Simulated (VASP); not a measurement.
A run of VASP 6.6.1 is set up as follows.

File INCAR:

```
PREC     = Accurate       # precision mode
ENCUT    = 600            # plane-wave cutoff, eV
EDIFF    = 1E-6           # SCF threshold, eV
ISMEAR   = 0              # smearing method
SIGMA    = 0.1            # smearing width, eV
LREAL    = False          # projectors in reciprocal space
LASPH    = True           # aspherical terms in the spheres
NELM     = 100            # most SCF steps
ALGO     = Normal         # electronic algorithm
ISIF     = 3              # what is computed and relaxed
LWAVE    = False          # write WAVECAR
LCHARG   = False          # write CHGCAR
GGA      = PE             # functional
IBRION   = 2              # ionic algorithm
NSW      = 90             # ionic steps
EDIFFG   = -0.04          # ionic threshold
```

Contents of KPOINTS:

```
regular mesh
0
Gamma
  8 8 8
```

Contents of POSCAR:

```
Ru
1.0
    0.0000000000      1.9046992447      1.9046992447
    1.9046992447      0.0000000000      1.9046992447
    1.9046992447      1.9046992447      0.0000000000
Ru
1
Direct
    0.0000000000      0.0000000000      0.0000000000
```

Potentials or basis: VASP PAW PBE potentials, release 64 (Ru_pv).

Command:

```console
$ cat potpaw_PBE.64/Ru_pv/POTCAR > POTCAR
$ mpirun -np 1 vasp_std > vasp.out
```

(1) Predict the space group after relaxing (to 0.1 Å).

(2) What does it give for the relaxed volume?

## Answers

(1) Fm-3m (No. 225).

(2) 13.79 Å³/atom.
